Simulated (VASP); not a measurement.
# WC (P-6m2) in VASP: notebook

Runs on WC. Level: PBE. Tasks: single point.

All numbers are computed with VASP 6.6.1; they aren't measurements. Logs are shortened: lines on timing, memory, paths and dates and some standing lists are left out, and cuts for length are marked.

## Step 1: The cell of the first run

Symmetry: P-6m2, No. 187, hexagonal system. Conventional cell: a = 2.784 Å, b = 2.784 Å, c = 2.942 Å, α = 90.00°, β = 90.00°, γ = 120.00°. W (site symmetry -6m2) has 6 C at 2.18 Å and 6 W at 2.78 Å within 2.9 Å. Within 2.9 Å of C (site symmetry -6m2) lie 6 W at 2.18 Å and 6 C at 2.78 Å.

## Step 2: Single point, PBE (strain -0.040 along x and y, +0.040 along z)

The input, INCAR:

```
PREC = Accurate ; ENCUT = 520
EDIFF = 1E-6 ; ISMEAR = 0
SIGMA = 0.15 ; LREAL = F
LASPH = T ; NELM = 60
ALGO = Normal ; ISIF = 2
LWAVE = F ; LCHARG = F
GGA = PE ; NBANDS = 16
```

The input, KPOINTS:

```
Automatic mesh
0
Gamma
  18 18 16
```

The input, POSCAR:

```
WC
1.0
    2.7844813786      0.0000000000      0.0000000000
   -1.3922406893      2.4114316102      0.0000000000
    0.0000000000      0.0000000000      2.9421600000
W C
1 1
Direct
    0.0000000000      0.0000000000      0.0000000000
    0.6666666667      0.3333333333      0.5000000000
```

Potentials or basis: VASP PAW PBE potentials, release 64 (W_sv, C).

The run is started by

```
> cat potpaw_PBE.64/W_sv/POTCAR potpaw_PBE.64/C/POTCAR > POTCAR
> mpirun -np 1 vasp_std > vasp.out
```

OUTCAR:

```text
PREC = Accurate
   ENCUT = 520
   EDIFF = 1E-6
   ISMEAR = 0
   LREAL = F
   LASPH = T
   NELM = 60
   ISIF = 2
   GGA = PE

 ion  position               nearest neighbor table
   1  0.000  0.000  0.000-   2 2.18   2 2.18   2 2.18   2 2.18   2 2.18   2 2.18
   2  0.667  0.333  0.500-   1 2.18   1 2.18   1 2.18   1 2.18   1 2.18   1 2.18

  LATTYP: Found a hexagonal cell.
 ALAT       =     2.7844813786
 C/A-ratio  =     1.0566276444

  Lattice vectors:

 A1 = (   2.7844813786,   0.0000000000,   0.0000000000)
 A2 = (  -1.3922406893,   2.4114316102,   0.0000000000)
 A3 = (   0.0000000000,   0.0000000000,   2.9421600000)

Analysis of symmetry for initial positions (statically):
=====================================================================
 Subroutine PRICEL returns:
 Original cell was already a primitive cell.

 Routine SETGRP: Setting up the symmetry group for a
 hexagonal supercell.

 Subroutine GETGRP returns: Found 12 space group operations
 (whereof 12 operations were pure point group operations)
 out of a pool of 24 trial point group operations.

The static configuration has the point symmetry D_3h.

Analysis of symmetry for dynamics (positions and initial velocities):
=====================================================================
 Subroutine PRICEL returns:
 Original cell was already a primitive cell.

 Routine SETGRP: Setting up the symmetry group for a
 hexagonal supercell.

 Subroutine GETGRP returns: Found 12 space group operations
 (whereof 12 operations were pure point group operations)
 out of a pool of 24 trial point group operations.

The dynamic configuration has the point symmetry D_3h.

 Subroutine INISYM returns: Found 12 space group operations
 (whereof 12 operations are pure point group operations),
 and found     1 'primitive' translations

----------------------------------------------------------------------------------------

                                     Primitive cell

  volume of cell :      19.7554

  direct lattice vectors                    reciprocal lattice vectors
     2.784481379  0.000000000  0.000000000     0.359133305  0.207345710  0.000000000
    -1.392240689  2.411431610  0.000000000     0.000000000  0.414691421  0.000000000
     0.000000000  0.000000000  2.942160000     0.000000000  0.000000000  0.339886342

  length of vectors
     2.784481379  2.784481379  2.942160000     0.414691421  0.414691421  0.339886342

  position of ions in fractional coordinates (direct lattice)
     0.000000000  0.000000000  0.000000000
     0.666666667  0.333333333  0.500000000

  ion indices of the primitive-cell ions
   primitive index   ion index
                 1           1
                 2           2

----------------------------------------------------------------------------------------

 KPOINTS: Automatic mesh

Automatic generation of k-mesh.
 Grid dimensions read from file:
 generate k-points for:   18   18   16

 Generating k-lattice:

  Cartesian coordinates                     Fractional coordinates (reciprocal lattice)
     0.019951850  0.011519206  0.000000000     0.055555556  0.000000000  0.000000000
     0.000000000  0.023038412  0.000000000     0.000000000  0.055555556  0.000000000
     0.000000000  0.000000000  0.021242896     0.000000000  0.000000000  0.062500000

  Length of vectors
     0.023038412  0.023038412  0.021242896

  Shift w.r.t. Gamma in fractional coordinates (k-lattice)
     0.000000000  0.000000000  0.000000000

 Subroutine IBZKPT returns following result:
 ===========================================

 Found    333 irreducible k-points:

 Following reciprocal coordinates:
            Coordinates               Weight
  0.000000  0.000000  0.000000      1.000000
  0.055556 -0.000000  0.000000      6.000000
  0.111111 -0.000000  0.000000      6.000000
  0.166667 -0.000000  0.000000      6.000000
  0.222222 -0.000000  0.000000      6.000000
  0.277778 -0.000000  0.000000      6.000000
[... 16 lines left out ...]
  0.333333  0.111111  0.000000     12.000000
  0.388889  0.111111  0.000000     12.000000
 [... further k-points ...]
   k-points           NKPTS =    333   k-points in BZ     NKDIM =    333   number of bands    NBANDS=     16
   number of dos      NEDOS =    301   number of ions     NIONS =      2
   total plane-waves  NPLWV =  13824
   dimension x,y,z NGX =    24 NGY =   24 NGZ =   24
   dimension x,y,z NGXF=    48 NGYF=   48 NGZF=   48
   ions per type =               1   1
   NGX,Y,Z   is equivalent  to a cutoff of  14.33, 14.33, 13.56 a.u.
   NGXF,Y,Z  is equivalent  to a cutoff of  28.66, 28.66, 27.12 a.u.
 SYSTEM =  unknown system
   PREC   = accura    normal or accurate (medium, high low for compatibility)
   ISTART =      0    job   : 0-new  1-cont  2-samecut
   ICHARG =      2    charge: 1-file 2-atom 10-const
   ISPIN  =      1    spin polarized calculation?
   LNONCOLLINEAR =      F non collinear calculations
   LSORBIT =      F    spin-orbit coupling
   LASPH  =      T    aspherical Exc in radial PAW
   ENCUT  =  520.0 eV  38.22 Ry    6.18 a.u.   5.18  5.18  5.47*2*pi/ulx,y,z
   NELM   =     60;   NELMIN=  2; NELMDL= -5     # of ELM steps
   EDIFF  = 0.1E-05   stopping-criterion for ELM
   LREAL  =      F    real-space projection
   EDIFFG = 0.1E-04   stopping-criterion for IOM
   NSW    =      0    number of steps for IOM
   IBRION =     -1    ionic relax: 0-MD 1-quasi-New 2-CG
   NFREE  =      0    steps in history (QN), initial steepest desc. (CG)
   ISIF   =      2    stress and relaxation
   ISYM   =      2    0-nonsym 1-usesym 2-fastsym
   POTIM  = 0.5000    time-step for ionic-motion
   TEBEG  =    0.0;   TEEND  =   0.0 temperature during run
   PSTRESS=    0.0 pullay stress
   NELECT =      18.0000    total number of electrons
   NUPDOWN=      -1.0000    fix difference up-down
   EMIN   =  10.00;   EMAX   =-10.00  energy-range for DOS
   EFERMI =   0.00;   METHOD = LEGACY
   ISMEAR =     0;   SIGMA  =   0.15  broadening in eV -4-tet -1-fermi 0-gaus
   EFERMI_NEDOS =   21; number of points for ismear=-14 and -15
   IALGO  =     38    algorithm
   IMIX   =      4    mixing-type and parameters
     AMIX     =   0.40;   BMIX     =  1.00
     AMIX_MAG =   1.60;   BMIX_MAG =  1.00
  volume/ion in A,a.u.               =       9.88        66.66
  Fermi-wavevector in a.u.,A,eV,Ry     =   1.587098  2.999181 34.271455  2.518881
  Thomas-Fermi vector in A             =   2.686308
   LORBIT       =      0    0 simple, 1 ext, 2 COOP (PROOUT), +10 PAW based schemes
   GGA     = PE    functional components
   LHFCALC =     F    Hartree Fock is set to
   AEXX    =    0.0000 exact exchange contribution
   IVDW    =     0    specifies the selected vdW correction
   LEPSILON=     F    determine dielectric tensor
   LRPA    =     F    only Hartree local field effects (RPA)
 non-spin polarized calculation
 Gauss-broadening in eV      SIGMA  =   0.15
  energy-cutoff  :      520.00
  volume of cell :       19.76
 maximum number of plane-waves:       551
 NGX is ok and might be reduce to    24
   NGX = 11   NGY = 11   NGZ = 11

 number of electron      18.0000002 magnetization

 Free energy of the ion-electron system (eV)
  ---------------------------------------------------
  ext. energy  EPLUGINS =         0.00000000
  ---------------------------------------------------
  free energy    TOTEN  =       -22.14623194 eV

  energy without entropy =      -22.14344867  energy(sigma->0) =      -22.14484030

 E-fermi :  11.7907     XC(G=0): -14.0932

 val. band max:       11.7705267356   @ k =   0.4444   0.0556   0.0000
 cond. band min:      11.8095564946   @ k =   0.3889   0.1667   0.0000
 fundamental gap:      0.0390297590
 Fermi energy:        11.7906977736

 k-point     1 :       0.0000    0.0000    0.0000
  band No.  band energies     occupation
      1     -62.1192      2.00000
      2     -26.2654      2.00000
      3     -25.8429      2.00000
      4     -25.8429      2.00000
      5      -3.0105      2.00000
      6       6.9938      2.00000
[... 8 lines left out ...]
     15      26.2249      0.00000
     16      29.6112      0.00000

 k-point     2 :       0.0556   -0.0000    0.0000
  band No.  band energies     occupation
      1     -62.1161      2.00000
      2     -26.2599      2.00000
      3     -25.8819      2.00000
      4     -25.8515      2.00000
      5      -2.9189      2.00000
      6       7.0700      2.00000
[... 8 lines left out ...]
     15      26.0892      0.00000
     16      29.8054      0.00000

 k-point     3 :       0.1111   -0.0000    0.0000
  band No.  band energies     occupation
      1     -62.1073      2.00000
      2     -26.2443      2.00000
      3     -25.9930      2.00000
      4     -25.8763      2.00000
      5      -2.6522      2.00000
      6       7.2468      2.00000
[... 8 lines left out ...]
     15      25.8522      0.00000
     16      30.3664      0.00000

 k-point     4 :       0.1667   -0.0000    0.0000
  band No.  band energies     occupation
      1     -62.0939      2.00000
      2     -26.2202      2.00000
      3     -26.1602      2.00000
      4     -25.9140      2.00000
      5      -2.2325      2.00000
      6       7.1908      2.00000
[... 8 lines left out ...]
     15      25.7955      0.00000
     16      29.9384      0.00000
[... 324 lines left out ...]
 k-point    22 :       0.2778    0.1111    0.0000
  band No.  band energies     occupation
      1     -62.0386      2.00000
      2     -26.7520      2.00000
      3     -26.1269      2.00000
      4     -26.1209      2.00000
      5      -0.2247      2.00000
      6       5.5243      2.00000
[... 8 lines left out ...]
     15      27.8454      0.00000
     16      29.8277      0.00000

 k-point    23 :       0.3333    0.1111    0.0000
  band No.  band energies     occupation
      1     -62.0258      2.00000
      2     -26.8830      2.00000
      3     -26.1740      2.00000
      4     -26.0978      2.00000
      5       0.3674      2.00000
      6       5.1284      2.00000
[... 8 lines left out ...]
     15      27.2855      0.00000
     16      30.1186      0.00000

 k-point    24 :       0.3889    0.1111    0.0000
  band No.  band energies     occupation
      1     -62.0175      2.00000
      2     -26.9674      2.00000
      3     -26.2045      2.00000
      4     -26.0827      2.00000
      5       0.8123      2.00000
      6       4.8548      2.00000
[... 8 lines left out ...]
     15      26.3650      0.00000
     16      30.7813      0.00000

 [... further k-points ...]

------------------------ aborting loop because EDIFF is reached ----------------------------------------

  FORCE on cell =-STRESS in cart. coord.  units (eV):
  Direction    XX          YY          ZZ          XY          YZ          ZX
  --------------------------------------------------------------------------------------
  -------------------------------------------------------------------------------------
  Total        5.8529917      5.8529917     -1.4714045      0.0000000     -0.0000000      0.0000000
  in kB      474.6821855    474.6821855   -119.3320552      0.0000000     -0.0000000      0.0000000
  external PRESSURE =     276.6774386 kB  Pullay stress =       0.0000000 kB

 VOLUME and BASIS-vectors are now :
 -----------------------------------------------------------------------------
  energy-cutoff  :      520.00
  volume of cell :       19.76
      direct lattice vectors                 reciprocal lattice vectors
     2.784481379  0.000000000  0.000000000     0.359133305  0.207345710  0.000000000
    -1.392240689  2.411431610  0.000000000     0.000000000  0.414691421  0.000000000
     0.000000000  0.000000000  2.942160000     0.000000000  0.000000000  0.339886342

 POSITION                                       TOTAL-FORCE (eV/Angst)
 -----------------------------------------------------------------------------------
      0.00000      0.00000      0.00000        -0.000000      0.000000      0.000000
      1.39224      0.80381      1.47108         0.000000      0.000000      0.000000
 -----------------------------------------------------------------------------------
    total drift:                               -0.000000      0.000000      0.000000

  FREE ENERGIE OF THE ION-ELECTRON SYSTEM (eV)
  ---------------------------------------------------
  free  energy   TOTEN  =       -22.1462319363 eV

  energy  without entropy=      -22.1434486702  energy(sigma->0) =      -22.14484030
```

Wall time 54 s (1 thread of Intel Xeon Platinum 8488C (Sapphire Rapids), shared host); peak memory 0.22 GiB.

Results:

- Free energy: -22.1462 eV
- Pressure: 27.7 GPa
- Band gap on the k mesh: zero (band 9 reaches 12.17 eV, above the bottom of band 10 at 11.09 eV)

Stress tensor (GPa, compression positive):
```
 47.47   0.00   0.00
  0.00  47.47   0.00
  0.00   0.00 -11.93
```

Caveat: the cell differs from its parent crystal (strain -0.040 along x and y, +0.040 along z); spin-orbit coupling is left out, which moves the levels of the heavy elements.

## Step 3: Single point, PBE (strain -0.040 along x and y, +0.080 along z)

The input, INCAR:

```
SYSTEM = WC
PREC = Accurate
ENCUT = 520
EDIFF = 1E-6
ISMEAR = 0
SIGMA = 0.15
LREAL = .FALSE.
LASPH = .TRUE.
NELM = 100
ALGO = Normal
ISIF = 2
LWAVE = .FALSE.
LCHARG = .TRUE.
GGA = PE
LELF = .TRUE.
LVHAR = .TRUE.
NBANDS = 16
```

The input, KPOINTS:

```
Automatic mesh
0
G
  18 18 16
  0 0 0
```

Changes to POSCAR since step 2:

```diff
@@ -4,3 +4,3 @@
    -1.3922406893      2.4114316102      0.0000000000
-    0.0000000000      0.0000000000      2.9421600000
+    0.0000000000      0.0000000000      3.0553200000
 W C
```

Potentials or basis: VASP PAW PBE potentials, release 64 (W_sv, C).

The run is started by

```
> cat potpaw_PBE.64/W_sv/POTCAR potpaw_PBE.64/C/POTCAR > POTCAR
> mpirun -np 1 vasp_std > vasp.out
```

Wall time 61 s (1 thread of Intel Xeon Platinum 8488C (Sapphire Rapids), shared host); peak memory 0.23 GiB.

It converged, with:

| Item | Value |
| --- | --- |
| Free energy | -22.0114 eV |
| Pressure | 10.8 GPa |
| Band gap on the k mesh | zero (band 9 reaches 11.69 eV, above the bottom of band 10 at 10.57 eV) |

Stress tensor (GPa, compression positive):
```
 38.01   0.00   0.00
  0.00  38.01   0.00
  0.00   0.00 -43.75
```

Levels at points of the mesh, in eV from the Fermi level:
```
           k point  band 7  band 8  band 9  band 10  band 11  band 12
(0.00, 0.00, 0.00)   -2.61   -2.61   -1.04     3.18     3.18     5.17
(0.50, 0.00, 0.00)   -4.86   -3.83    0.23     1.99     5.36     6.01
(0.00, 0.00, 0.50)   -0.90   -0.90   -0.72    -0.72     1.46     5.06
(0.50, 0.00, 0.50)   -4.59   -3.50   -0.01     4.27     5.26     6.36
```

Caveat: the cell differs from its parent crystal (strain -0.040 along x and y, +0.080 along z); spin-orbit coupling is left out, which moves the levels of the heavy elements.
